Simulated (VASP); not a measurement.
## Ti5Si: single point with PBE

Crystal: Ti5Si.

```xyz
6
Lattice="2.5228 1.4566 4.4409 -2.5228 1.4566 4.4409 0.0000 -2.9131 4.4409" Properties=species:S:1:pos:R:3 pbc="T T T"
Ti    0.0000    0.0000    2.0176
Ti    0.5316    1.4566    4.4409
Ti   -1.5272   -0.2679    4.4409
Ti    0.0000    0.0000   11.3051
Ti    0.9956   -1.1886    4.4409
Si    0.0000    0.0000    6.6614
```

```
Program             : VASP 6.6.1
Task                : single point
Functional          : PBE
Potentials or basis : VASP PAW PBE potentials, release 64 (Ti_sv, Si)
Cutoff              : 520 eV
k mesh              : 6 × 6 × 6
Occupations         : gaussian, width 0.1 eV
Spin                : no spin polarisation
```

```yaml
Pressure: -0.1 GPa
Largest_force: 0.031 eV/Å
Band_gap_on_the_k_mesh: zero (bands 32 and 33 overlap by 0.49 eV)
```

Forces in eV/Å, atoms in the order of the input:
```
Ti   0.000  0.000  0.022
Ti  -0.031  0.000  0.000
Ti   0.015 -0.027  0.000
Ti   0.000  0.000 -0.022
Ti   0.015  0.027  0.000
Si   0.000  0.000  0.000
```

Stress tensor (GPa, compression positive):
```
-0.02  0.00  0.00
 0.00 -0.02  0.00
 0.00  0.00 -0.17
```

Levels at points of the mesh, in eV from the Fermi level:
| k point | band 30 | band 31 | band 32 | band 33 | band 34 | band 35 |
| --- | --- | --- | --- | --- | --- | --- |
| (0.00, 0.00, 0.00) | -0.90 | -0.72 | -0.12 | -0.05 | -0.05 | 1.06 |
| (0.50, 0.00, 0.00) | -0.74 | -0.52 | 0.36 | 0.56 | 0.57 | 0.72 |
| (0.50, 0.50, 0.00) | -0.56 | -0.37 | -0.12 | -0.06 | 0.64 | 0.71 |
| (0.50, 0.50, 0.50) | -0.58 | -0.58 | -0.15 | 0.26 | 0.26 | 0.86 |

Wall time 9.1 min on 1 thread of Intel(R) Xeon(R) Platinum 8259CL CPU @ 2.50GHz (Skylake/Cascade Lake) (shared host), peak memory 0.3 GiB.
